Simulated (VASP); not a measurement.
Set up this calculation in VASP 6.6.1, as the native input.

```yaml
Task: electric field gradients
Functional: PBE
Potentials_or_basis: VASP PAW PBE potentials, release 64 (Os)
Cutoff: 520 eV
k_mesh: 14 × 14 × 8
Occupations: fermi-dirac, width 0.05 eV
Spin: non-collinear spin, zero start, spin-orbit coupling
Starting_moments: "[[0.0, 0.0, 0.0], [0.0, 0.0, 0.0]] μB"
Dipole_correction: no
Further_INCAR_settings: ALGO = Normal; EDIFF = 1e-08; NBANDS = 28
```

The structure of Os lies in POSCAR:

```
Os
1.0
    2.7341000000      0.0000000000      0.0000000000
   -1.3670500000      2.3678000565      0.0000000000
    0.0000000000      0.0000000000      4.3197000000
Os
2
Direct
    0.3333333333      0.6666666667      0.2500000000
    0.6666666667      0.3333333333      0.7500000000
```

These files were run (other wordings do the same):

INCAR

```
SYSTEM = Os
PREC = Accurate
ENCUT = 520
EDIFF = 1E-8
ISMEAR = -1
SIGMA = 0.05
LREAL = .FALSE.
LASPH = .TRUE.
NELM = 150
ALGO = Normal
ISIF = 2
LWAVE = .FALSE.
LCHARG = .FALSE.
LNONCOLLINEAR = .TRUE.
MAGMOM = 0 0 0 0 0 0
LORBIT = 11
LSORBIT = .TRUE.
GGA_COMPAT = .FALSE.
LORBMOM = .TRUE.
LMAXMIX = 4
GGA = PE
LEFG = .TRUE.
NBANDS = 28
```

KPOINTS

```
regular mesh
0
G
  14 14 8
  0 0 0
```

Potentials or basis: VASP PAW PBE potentials, release 64 (Os).

The run is started by

```console
$ cat potpaw_PBE.64/Os/POTCAR > POTCAR
$ mpirun -np 1 vasp_ncl > vasp.out
```

It gave:

| Item | Value |
| --- | --- |
| Pressure | 9.1 GPa |
| Net moment | 0.00 μB per cell |
| Valence electrons inside the program's atomic spheres | Os 7.48 |

Caveat: without QUAD_EFG the Cq values of the log hold for a quadrupole moment of 1 mb, not for the nuclei.

It took 4.7 min on 1 thread of Oxide Virtual Turin-like Processor, with other jobs on the host, peak memory 0.25 GiB.
